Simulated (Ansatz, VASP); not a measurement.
**Re in VASP and in Ansatz**

INCAR

```
  PREC = Accurate
  ENCUT = 500
  EDIFF = 1E-7
  ISMEAR = 0
  SIGMA = 0.1
  LREAL = False
  LASPH = True
  NELM = 120
  ALGO = Normal
  ISIF = 3
  LWAVE = False
  LCHARG = False
  GGA = PE
  IBRION = 2
  NSW = 90
  EDIFFG = -0.04
  GGA_COMPAT = False
  NELMIN = 4
```

File KPOINTS:

```
Automatic mesh
0
Gamma
  6 6 6
```

The input POSCAR:

```
Re
1.0
    2.7618993400      0.0000000000      0.0000000000
   -1.3809496700      2.3918749900      0.0000000000
    0.0000000000      0.0000000000      3.0428589200
Re
2
Direct
    0.3333333300      0.6666666700      0.0000000000
    0.6666666700      0.3333333300      0.0000000000
```

Input for Ansatz:

```yaml
crystal:
  lattice:
    - [2.76189934, 0.0, 0.0]
    - [-1.38094967, 2.39187499, 0.0]
    - [0.0, 0.0, 3.04285892]
  atoms:
    - { symbol: Re, position: [0.33333333, 0.66666667, 0.0] }
    - { symbol: Re, position: [0.66666667, 0.33333333, 0.0] }
basis:
  ecutwfc: 420
kpoints:
  mp_grid: { grid: [6, 6, 6] }
hamiltonian:
  xc: pbe
scf:
  occupations: { method: gaussian, width: 0.1 }
  lower_state_search: "off"
output:
  forces: true
  stress: true
  eigenvalues: true
relax:
  adjacent_minimum: "off"
  f_tol: 0.04
  max_steps: 70
  cell: { stress_tol: 0.4 }
```

Alike in both runs: task relaxation of cell and atoms; functional PBE; k mesh 6 × 6 × 6; occupations gaussian, width 0.1 eV; no spin polarisation.

|  | VASP | Ansatz |
| --- | --- | --- |
| version | VASP 6.6.1 | Ansatz 0.2.0 |
| potentials or method | VASP PAW PBE potentials, release 64 (Re_sv_GW), cutoff 500 eV | scalar-relativistic, plane waves, PAW |
| valence electrons in the cell | 30 | 30 |

VASP gave:

- gap on the k mesh at the Fermi level, each at its own relaxed structure (eV): none
- relaxed volume (Å³/atom): 17.64
- relaxed cell length with the largest relative difference (Å): 3.859

**Question.** What did Ansatz give for the same quantities?

**Answer.** gap on the k mesh at the Fermi level, each at its own relaxed structure (eV): none; relaxed volume (Å³/atom): 20.51; relaxed cell length with the largest relative difference (Å): 4.396.

A gap of «none» marks a metal or a gap that the smearing closes. One of these differences is far larger than is usual between the two programs; its cause wasn't traced.

The k mesh is coarse, so the values compare programs but aren't converged. Spin-orbit coupling is off throughout. Noted on VASP's run: the volume moved by over 15 % at a fixed basis, so the end points are rough.
